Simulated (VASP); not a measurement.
# Ti3N3O in VASP: single point with PBE

Aim: the single point of Ti3N3O with PBE.

Program: VASP 6.6.1. These are calculated values, not measurements. Logs are shortened: lines on timing, memory, paths and dates and some standing lists are left out, and cuts for length are marked.

## 1. The cell of the first run

The cell holds a slab with vacuum, 7 atoms: a = 3.003 Å, b = 3.003 Å, c = 23.054 Å, α = 90.00°, β = 90.00°, γ = 120.00°.

## 2. Single point, PBE, collinear spin, ferromagnetic start

INCAR reads:

```
PREC     = Accurate       # precision mode
ENCUT    = 520            # plane-wave cutoff, eV
EDIFF    = 1E-7           # SCF threshold, eV
ISMEAR   = 0              # smearing method
SIGMA    = 0.1            # smearing width, eV
LREAL    = False          # projectors in reciprocal space
LASPH    = True           # aspherical terms in the spheres
NELM     = 150            # most SCF steps
ALGO     = Normal         # electronic algorithm
ISIF     = 2              # what is computed and relaxed
LWAVE    = False          # write WAVECAR
LCHARG   = True           # write CHGCAR
ISPIN    = 2              # spin polarisation
MAGMOM   = 0 0 0 0 0 0 2  # initial moments
LORBIT   = 11             # projections on sites
LMAXMIX  = 4              # l up to which the mixer works
LDIPOL   = True         
IDIPOL   = 3            
DIPOL    = 0.5 0.5 0.350
GGA      = PE             # functional
LELF     = True           # ELF
LVHAR    = True         
LVACPOTAV= True         
NBANDS   = 42             # bands
```

KPOINTS reads:

```
regular mesh
0
Gamma
  9 9 1
```

POSCAR reads:

```
Ti3N3O
1.0
    3.0028555065      0.0000000000      0.0000000000
   -1.5014277533      2.6005491526      0.0000000000
    0.0000000000      0.0000000000     23.0541471875
N Ti O
3 3 1
Direct
    0.3333333333      0.6666666667      0.1735045746
    0.0000000000      0.0000000000      0.2798551255
    0.6666666667      0.3333333333      0.3877458571
    0.6666666667      0.3333333333      0.2266798501
    0.3333333333      0.6666666667      0.3342486897
    0.0000000000      0.0000000000      0.4361101326
    0.1666666667      0.0000000000      0.6100484686
```

Potentials or basis: VASP PAW PBE potentials, release 64 (N, Ti_sv, O).

Command:

```sh
cat potpaw_PBE.64/N/POTCAR potpaw_PBE.64/Ti_sv/POTCAR potpaw_PBE.64/O/POTCAR > POTCAR
mpirun -np 1 vasp_std > vasp.out
```

OUTCAR:

```text
PREC = Accurate
   ENCUT = 520
   EDIFF = 1E-7
   ISMEAR = 0
   LREAL = False
   LASPH = True
   NELM = 150
   ISIF = 2
   ISPIN = 2
   LORBIT = 11
   GGA = PE

 ion  position               nearest neighbor table
   1  0.333  0.667  0.174-   4 2.12   4 2.12   4 2.12
   2  0.000  0.000  0.280-   4 2.12   4 2.12   4 2.12   5 2.14   5 2.14   5 2.14
   3  0.667  0.333  0.388-   6 2.06   6 2.06   6 2.06   5 2.13   5 2.13   5 2.13
   4  0.667  0.333  0.227-   2 2.12   2 2.12   2 2.12   1 2.12   1 2.12   1 2.12
   5  0.333  0.667  0.334-   3 2.13   3 2.13   3 2.13   2 2.14   2 2.14   2 2.14   6 2.92   6 2.92
                             6 2.92
   6  0.000  0.000  0.436-   3 2.06   3 2.06   3 2.06   5 2.92   5 2.92   5 2.92
   7  0.167  0.000  0.610-

  LATTYP: Found a hexagonal cell.
 ALAT       =     3.0028555065
 C/A-ratio  =     7.6774080996

  Lattice vectors:

 A1 = (   3.0028555065,   0.0000000000,   0.0000000000)
 A2 = (  -1.5014277533,   2.6005491526,   0.0000000000)
 A3 = (   0.0000000000,   0.0000000000,  23.0541471875)

Analysis of symmetry for initial positions (statically):
=====================================================================
 Subroutine PRICEL returns:
 Original cell was already a primitive cell.

 Routine SETGRP: Setting up the symmetry group for a
 hexagonal supercell.

 Subroutine GETGRP returns: Found  1 space group operations
 (whereof  1 operations were pure point group operations)
 out of a pool of 24 trial point group operations.

The static configuration has the point symmetry C_1 .

Analysis of symmetry for dynamics (positions and initial velocities):
=====================================================================
 Subroutine PRICEL returns:
 Original cell was already a primitive cell.

 Routine SETGRP: Setting up the symmetry group for a
 hexagonal supercell.

 Subroutine GETGRP returns: Found  1 space group operations
 (whereof  1 operations were pure point group operations)
 out of a pool of 24 trial point group operations.

The dynamic configuration has the point symmetry C_1 .

Analysis of structural, dynamic, and magnetic symmetry:
=====================================================================
 Subroutine PRICEL returns:
 Original cell was already a primitive cell.

 Routine SETGRP: Setting up the symmetry group for a
 hexagonal supercell.

 Subroutine GETGRP returns: Found  1 space group operations
 (whereof  1 operations were pure point group operations)
 out of a pool of 24 trial point group operations.

The overall configuration has the point symmetry C_1 .

 Subroutine INISYM returns: Found  1 space group operations
 (whereof  1 operations are pure point group operations),
 and found     1 'primitive' translations

----------------------------------------------------------------------------------------

                                     Primitive cell

  volume of cell :     180.0315

  direct lattice vectors                    reciprocal lattice vectors
     3.002855506  0.000000000  0.000000000     0.333016357  0.192267083  0.000000000
    -1.501427753  2.600549153  0.000000000     0.000000000  0.384534166  0.000000000
     0.000000000  0.000000000 23.054147187     0.000000000  0.000000000  0.043376144

  length of vectors
     3.002855506  3.002855507 23.054147187     0.384534166  0.384534166  0.043376144

  position of ions in fractional coordinates (direct lattice)
     0.333333333  0.666666667  0.173504575
     0.000000000  0.000000000  0.279855125
     0.666666667  0.333333333  0.387745857
     0.666666667  0.333333333  0.226679850
     0.333333333  0.666666667  0.334248690
     0.000000000  0.000000000  0.436110133
     0.166666667  0.000000000  0.610048469

  ion indices of the primitive-cell ions
   primitive index   ion index
                 1           1
                 2           2
                 3           3
                 4           4
                 5           5
                 6           6
                 7           7

----------------------------------------------------------------------------------------

 KPOINTS: regular mesh

[... 54 lines left out ...]
   ions per type =               3   3   1
   NGX,Y,Z   is equivalent  to a cutoff of  13.29, 13.29, 12.98 a.u.
   NGXF,Y,Z  is equivalent  to a cutoff of  26.57, 26.57, 25.96 a.u.
 SYSTEM =  unknown system
   PREC   = accura    normal or accurate (medium, high low for compatibility)
   ISTART =      0    job   : 0-new  1-cont  2-samecut
   ICHARG =      2    charge: 1-file 2-atom 10-const
   ISPIN  =      2    spin polarized calculation?
   LNONCOLLINEAR =      F non collinear calculations
   LSORBIT =      F    spin-orbit coupling
   LASPH  =      T    aspherical Exc in radial PAW
   ENCUT  =  520.0 eV  38.22 Ry    6.18 a.u.   5.58  5.58 42.87*2*pi/ulx,y,z
   NELM   =    150;   NELMIN=  2; NELMDL= -5     # of ELM steps
   EDIFF  = 0.1E-06   stopping-criterion for ELM
   LREAL  =      F    real-space projection
   EDIFFG = 0.1E-05   stopping-criterion for IOM
   NSW    =      0    number of steps for IOM
   IBRION =     -1    ionic relax: 0-MD 1-quasi-New 2-CG
   NFREE  =      0    steps in history (QN), initial steepest desc. (CG)
   ISIF   =      2    stress and relaxation
   ISYM   =      2    0-nonsym 1-usesym 2-fastsym
   POTIM  = 0.5000    time-step for ionic-motion
   TEBEG  =    0.0;   TEEND  =   0.0 temperature during run
   PSTRESS=    0.0 pullay stress
   NELECT =      57.0000    total number of electrons
   NUPDOWN=      -1.0000    fix difference up-down
   EMIN   =  10.00;   EMAX   =-10.00  energy-range for DOS
   EFERMI =   0.00;   METHOD = LEGACY
   ISMEAR =     0;   SIGMA  =   0.10  broadening in eV -4-tet -1-fermi 0-gaus
   EFERMI_NEDOS =   21; number of points for ismear=-14 and -15
   IALGO  =     38    algorithm
   IMIX   =      4    mixing-type and parameters
     AMIX     =   0.40;   BMIX     =  1.00
     AMIX_MAG =   1.60;   BMIX_MAG =  1.00
  volume/ion in A,a.u.               =      25.72       173.56
  Fermi-wavevector in a.u.,A,eV,Ry     =   1.115793  2.108543 16.939169  1.244994
  Thomas-Fermi vector in A             =   2.252401
   LORBIT       =     11    0 simple, 1 ext, 2 COOP (PROOUT), +10 PAW based schemes
   GGA     = PE    functional components
   LHFCALC =     F    Hartree Fock is set to
   AEXX    =    0.0000 exact exchange contribution
   IVDW    =     0    specifies the selected vdW correction
   LEPSILON=     F    determine dielectric tensor
   LRPA    =     F    only Hartree local field effects (RPA)
 spin polarized calculation
 Gauss-broadening in eV      SIGMA  =   0.10
  energy-cutoff  :      520.00
  volume of cell :      180.03
 maximum number of plane-waves:      4899
   NGX = 11   NGY = 11   NGZ = 85

 dipolmoment           0.000000      0.000000      0.255942 electrons x Angstroem

 number of electron      57.0000011 magnetization       1.0667767

 dipolmoment           0.000000      0.000000     -0.029406 electrons x Angstroem

 Free energy of the ion-electron system (eV)
  ---------------------------------------------------
  ext. energy  EPLUGINS =         0.00000000
  ---------------------------------------------------
  free energy    TOTEN  =       -56.63975136 eV

  energy without entropy =      -56.61660370  energy(sigma->0) =      -56.62817753

 E-fermi :  -1.2755     XC(G=0):  -5.8939

 val. band max:       -1.2820090349   @ k =   0.0000   0.1111   0.0000
 cond. band min:      -1.2575604889   @ k =   0.0000   0.3333   0.0000
 fundamental gap:      0.0244485461
 Fermi energy:        -1.2755106173

 spin component 1

 k-point     1 :       0.0000    0.0000    0.0000
  band No.  band energies     occupation
      1     -58.7800      1.00000
      2     -58.2517      1.00000
      3     -57.8215      1.00000
      4     -35.2195      1.00000
      5     -34.8381      1.00000
      6     -34.8375      1.00000
[... 1021 lines left out ...]
     39       2.3694      0.00000
     40       2.8656      0.00000

 [... further k-points ...]

 spin component 2

 k-point     1 :       0.0000    0.0000    0.0000
  band No.  band energies     occupation
      1     -58.7454      1.00000
      2     -58.6570      1.00000
      3     -57.8059      1.00000
      4     -35.3123      1.00000
      5     -34.9168      1.00000
      6     -34.7983      1.00000
[... 1021 lines left out ...]
     39       2.3605      0.00000
     40       2.7620      0.00000

 [... further k-points ...]

 [bands above 40 left out]

------------------------ aborting loop because EDIFF is reached ----------------------------------------

  FORCE on cell =-STRESS in cart. coord.  units (eV):
  Direction    XX          YY          ZZ          XY          YZ          ZX
  --------------------------------------------------------------------------------------
  -------------------------------------------------------------------------------------
  Total       -2.4520389     -2.4683828     -4.4674966     -0.0080528     -0.0022620      0.0553001
  in kB      -21.8217400    -21.9671914    -39.7581573     -0.0716650     -0.0201309      0.4921391
  external PRESSURE =     -27.8490296 kB  Pullay stress =       0.0000000 kB

 VOLUME and BASIS-vectors are now :
 -----------------------------------------------------------------------------
  energy-cutoff  :      520.00
  volume of cell :      180.03
      direct lattice vectors                 reciprocal lattice vectors
     3.002855506  0.000000000  0.000000000     0.333016357  0.192267083  0.000000000
    -1.501427753  2.600549153  0.000000000     0.000000000  0.384534166  0.000000000
     0.000000000  0.000000000 23.054147187     0.000000000  0.000000000  0.043376144

 POSITION                                       TOTAL-FORCE (eV/Angst)
 -----------------------------------------------------------------------------------
     -0.00000      1.73370      4.00000         0.000196     -0.000172      4.132705
      0.00000      0.00000      6.45182         0.000046      0.000867      1.169374
      1.50143      0.86685      8.93915        -0.004348      0.005438      0.021377
      1.50143      0.86685      5.22591        -0.000226     -0.000120     -5.319874
     -0.00000      1.73370      7.70582         0.000492     -0.003133     -0.060168
      0.00000      0.00000     10.05415        -0.009273     -0.002409      0.296277
      0.50048      0.00000     14.06415         0.013113     -0.000470     -0.239691
 -----------------------------------------------------------------------------------
    total drift:                                0.000009      0.000016      0.000212

  FREE ENERGIE OF THE ION-ELECTRON SYSTEM (eV)
  ---------------------------------------------------
  free  energy   TOTEN  =       -56.6397513574 eV

  energy  without entropy=      -56.6166037043  energy(sigma->0) =      -56.62817753

 vacuum level on the upper side and lower side of the slab         6.307         6.989

 total charge

# of ion       s       p       d       tot
------------------------------------------
    1        1.311   2.199   0.000   3.510
    2        1.250   2.493   0.000   3.743
    3        1.254   2.493   0.000   3.747
    4        2.192   6.226   1.882  10.300
    5        2.180   6.223   1.973  10.376
    6        2.182   6.156   1.994  10.333
    7        1.625   2.924   0.000   4.549
--------------------------------------------------
tot         11.995  28.715   5.850  46.559

 magnetization (x)

# of ion       s       p       d       tot
------------------------------------------
    1       -0.003  -0.054   0.000  -0.057
    2       -0.001  -0.007   0.000  -0.008
    3        0.000   0.018   0.000   0.018
    4       -0.001  -0.001   0.017   0.014
    5        0.001   0.000   0.047   0.048
    6       -0.016  -0.043  -0.407  -0.465
    7        0.016   1.517   0.000   1.532
--------------------------------------------------
tot         -0.004   1.430  -0.342   1.083
```

It took 2.7 h on 1 thread of Oxide Virtual Turin-like, shared host; peak memory 0.67 GiB.

Results:

```
Free energy                                           : -56.6398 eV
Largest force                                         : 5.320 eV/Å
Net moment                                            : 1.07 μB per cell
Site moments                                          : N -0.06, -0.01, +0.02; Ti +0.01, +0.05, -0.47; O +1.53 μB
Valence electrons inside the program's atomic spheres : N 3.51, 3.74, 3.75; Ti 10.30, 10.38, 10.33; O 4.55
```

Forces in eV/Å, atoms in the order of the input:
```
N    0.000  0.000  4.133
N    0.000  0.001  1.169
N   -0.004  0.005  0.021
Ti   0.000  0.000 -5.320
Ti   0.000 -0.003 -0.060
Ti  -0.009 -0.002  0.296
O    0.013  0.000 -0.240
```
